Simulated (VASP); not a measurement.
Wanted: the native input for a VASP 6.6.1 run.

```yaml
Task: single point
Functional: PBE
Potentials_or_basis: VASP PAW PBE potentials, release 64 (Rh_pv)
Cutoff: 520 eV
k_mesh: 18 × 18 × 10
Occupations: gaussian, width 0.15 eV
Spin: no spin polarisation
Dipole_correction: no
Further_INCAR_settings: ALGO = Fast; EDIFF = 1e-07; NBANDS = 22
```

The structure of Rh lies in POSCAR:

```
Rh
1.0
    2.6159000000      0.0000000000      0.0000000000
   -1.3079500000      2.2654358537      0.0000000000
    0.0000000000      0.0000000000      4.4553000000
Rh
2
Direct
    0.6666666667      0.3333333333      0.7500000000
    0.3333333333      0.6666666667      0.2500000000
```

This isn't the form of Rh at room conditions, which is fcc.

The input as run:

INCAR

```
SYSTEM = Rh
PREC = Accurate
ENCUT = 520
EDIFF = 1E-7
ISMEAR = 0
SIGMA = 0.15
LREAL = .FALSE.
LASPH = .TRUE.
NELM = 60
ALGO = Fast
ISIF = 2
LWAVE = .FALSE.
LCHARG = .FALSE.
GGA = PE
NBANDS = 22
```

KPOINTS

```
regular mesh
0
G
  18 18 10
  0 0 0
```

Potentials or basis: VASP PAW PBE potentials, release 64 (Rh_pv).

The run is started by

```sh
$ cat potpaw_PBE.64/Rh_pv/POTCAR > POTCAR
$ mpirun -np 1 vasp_std > vasp.out
```

It gave:

| Item | Value |
| --- | --- |
| Pressure | 20.7 GPa |
| Band gap on the k mesh | zero (bands 15 and 16 overlap by 2.78 eV) |

Caveat: the cell stands under pressure.

It took 72 s on 1 thread of Intel(R) Xeon(R) Platinum 8488C (Sapphire Rapids), with other jobs on the host, peak memory 0.21 GiB.
